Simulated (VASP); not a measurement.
Crystal: Hf.

```
Hf
1.0
     3.19670    0.00000    0.00000
    -1.59835    2.76842    0.00000
     0.00000    0.00000    5.05780
Hf
2
Cartesian
  1.5984 0.9228 3.7934
  0.0000 1.8456 1.2645
```

| Quantity | Value |
| --- | --- |
| Program | VASP 6.6.1 |
| Task | relaxation of cell and atoms |
| Functional | revPBE |
| Potentials or basis | VASP PAW PBE potentials, release 64 (Hf_pv) |
| Cutoff | 600 eV |
| k mesh | 10 × 10 × 5 |
| Occupations | fermi-dirac, width 0.05 eV |
| Spin | no spin polarisation |

At the start: pressure 2.2 GPa; volume 22.38 Å³/atom.

Q: Where does the relaxation end?

A: Over 5 steps the energy falls by 3.2 meV/atom and the volume is 22.84 Å³/atom (+2.0 %); space group P6_3/mmc (No. 194, to 0.05 Å).

The path:
| step | energy change (eV) | largest force (eV/Å) | pressure (GPa) | volume (Å³) |
| --- | --- | --- | --- | --- |
| 1 | 0.0000 | 0.0000 | 2.20 | 44.76 |
| 2 | 0.0018 | 0.0000 | -2.35 | 46.78 |
| 3 | -0.0063 | 0.0000 | -0.02 | 45.70 |
| 4 | -0.0063 | 0.0000 | 0.01 | 45.68 |
| 5 | -0.0064 | 0.0000 | 0.04 | 45.68 |

Final structure:
```xyz
2
Lattice="3.2221 0.0000 0.0000 -1.6111 2.7904 0.0000 0.0000 0.0000 5.0801" Properties=species:S:1:pos:R:3 pbc="T T T"
Hf    1.6111    0.9301    3.8101
Hf    0.0000    1.8603    1.2700
```

Caveat: the PAW data sets were made with another functional, which shifts forces and pressure a little.
